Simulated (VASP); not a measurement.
BaBe2Te3:

```xyz
6
Lattice="3.2126 -5.3727 0.0000 3.2126 5.3727 0.0000 0.0000 0.0000 5.0233" Properties=species:S:1:pos:R:3 pbc="T T T"
Ba    3.2126    0.0000    0.0000
Be    1.6063    2.6863    2.5117
Be    1.6063   -2.6863    2.5117
Te    3.2126    3.6420    0.0000
Te    3.2126   -3.6420    0.0000
Te    0.0000    0.0000    2.5117
```

* Program: VASP 6.6.1
* Task: relaxation of cell and atoms
* Functional: PBEsol
* Potentials or basis: VASP PAW PBE potentials, release 64 (Ba_sv, Be, Te)
* Cutoff: 600 eV
* k mesh: 4 × 4 × 4
* Occupations: fermi-dirac, width 0.03 eV
* Spin: no spin polarisation

At the start: pressure -3.4 GPa; volume 28.90 Å³/atom.

Problem. How do energy, volume and symmetry change on relaxing?

Solution. Over 33 steps the energy falls by 382.2 meV/atom and the volume is 27.45 Å³/atom (-5.0 %); space group Cmmm (No. 65, to 0.1 Å) before and after.

The path:
```csv
step,energy change (eV),largest force (eV/Å),pressure (GPa),volume (Å³)
1,0.0000,1.5172,-3.37,173.41
2,-0.6754,1.0822,-1.12,158.39
3,-0.8713,0.7649,1.46,148.51
4,-0.8740,0.7059,2.15,146.58
5,-1.0580,0.2619,0.49,150.39
6,-1.1322,0.0807,-0.66,154.01
7,-1.1401,0.1628,-0.99,155.39
8,-1.2148,0.3310,0.33,151.59
9,-1.2403,0.4670,1.50,148.86
10,-1.2223,0.6038,4.09,143.19
11,-1.2429,0.5802,2.55,146.53
12,-1.2661,0.5779,2.65,146.47
13,-1.3440,0.5800,2.99,146.15
14,-1.3928,0.8076,4.85,144.84
15,-1.4843,0.7658,4.04,147.68
16,-1.5804,0.5876,2.32,155.18
17,-1.6454,0.5564,1.53,157.27
18,-1.7486,0.4959,-0.59,163.55
19,-1.7534,0.4824,-1.05,165.11
20,-1.8031,0.5147,-0.84,164.30
21,-1.9394,0.6784,-0.20,161.68
22,-2.1454,0.7176,1.70,155.63
23,-2.1959,0.4529,1.28,157.23
24,-2.2218,0.0915,0.75,159.50
25,-2.2436,0.0525,0.39,160.77
26,-2.2653,0.0411,-0.36,163.63
27,-2.2749,0.0469,-0.08,162.94
28,-2.2829,0.0760,0.57,161.45
29,-2.2887,0.0898,0.38,162.76
30,-2.2900,0.1020,0.23,163.85
31,-2.2929,0.0553,-0.04,164.80
32,-2.2930,0.0411,-0.12,165.10
33,-2.2934,0.0071,0.01,164.70
```

Final structure:
```cif
data_structure
_symmetry_space_group_name_H-M 'P 1'
_symmetry_Int_Tables_number 1
_cell_length_a 8.5066
_cell_length_b 8.5066
_cell_length_c 4.0674
_cell_angle_alpha 90.000
_cell_angle_beta 90.000
_cell_angle_gamma 145.972
_cell_volume 164.70
loop_
_atom_site_label
_atom_site_type_symbol
_atom_site_fract_x
_atom_site_fract_y
_atom_site_fract_z
_atom_site_occupancy
Ba1 Ba 0.50000 0.50000 0.00000 1
Be1 Be 0.00000 0.50000 0.50000 1
Be2 Be 0.50000 0.00000 0.50000 1
Te1 Te 0.17067 0.82933 0.00000 1
Te2 Te 0.82933 0.17067 0.00000 1
Te3 Te 0.00000 0.00000 0.50000 1
```

Caveat: a cell axis changed by over 15 % at a fixed basis, so the end point is rough; the PAW data sets were made with another functional, which shifts forces and pressure a little.
